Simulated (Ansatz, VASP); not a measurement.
One calculation of FeRu, two programs

The input INCAR:

```
PREC = Accurate
ENCUT = 520
EDIFF = 1E-6
ISMEAR = -1
SIGMA = 0.05
LREAL = False
LASPH = True
NELM = 80
ALGO = Normal
ISIF = 2
LWAVE = False
LCHARG = False
NBANDS = 18
```

File KPOINTS:

```
regular mesh
0
Gamma
  12 12 7
```

File POSCAR:

```
FeRu
1.0
    2.5888515596      0.0000000000      0.0000000000
   -1.2944257798      2.2420112172      0.0000000000
    0.0000000000      0.0000000000      3.9871378285
Fe Ru
1 1
Direct
    0.0000000000      0.0000000000      0.5000000000
    0.6666666667      0.3333333333      0.0000000000
```

Input for Ansatz:

```yaml
crystal:
  lattice:
    - [2.5888515596, 0.0, 0.0]
    - [-1.2944257798, 2.2420112172, 0.0]
    - [0.0, 0.0, 3.9871378285]
  atoms:
    - { symbol: Fe, position: [0.0, 0.0, 0.5] }
    - { symbol: Ru, position: [0.6666666667, 0.3333333333, 0.0] }
kpoints:
  mp_grid: { grid: [12, 12, 7] }
scf:
  occupations: { method: fermi_dirac, width: 0.05 }
hamiltonian:
  xc: lda
  pseudopotentials: { kind: paw }
output:
  forces: true
  stress: true
  eigenvalues: true
  write_density: true
  write_potential: true
  elf: true
  volumetric_format: npy
```

Change from the starting cell: volume scaled by 0.94, no spin polarisation, PAW files.

Alike in both runs: task single point; functional LDA; k mesh 12 × 12 × 7; occupations fermi-dirac, width 0.05 eV; no spin polarisation.

```csv
,VASP,Ansatz
version,VASP 6.6.1,Ansatz 0.2.0
potentials or method,"VASP PAW LDA potentials, release 64 (Fe, Ru_pv)","PAW with Ansatz's default frozen-core files, scalar-relativistic"
plane-wave cutoff (eV),520,420
valence electrons in the cell,22,32
```

Ansatz gave:

| Item | Value |
| --- | --- |
| pressure (GPa) | -2.2 |
| traceless stress, the component that is largest in VASP (GPa) | 1.01 |

Problem. What did VASP give for the same quantities?

Solution. Pressure (GPa): -1.6; traceless stress, the component that is largest in VASP (GPa): 0.76.

LDA's correlation is that of Perdew and Zunger in VASP and of Perdew and Wang (1992) in Ansatz. VASP's potentials hold 22 valence electrons a cell and Ansatz's 32, so a difference there can come from the potentials and not from the codes.
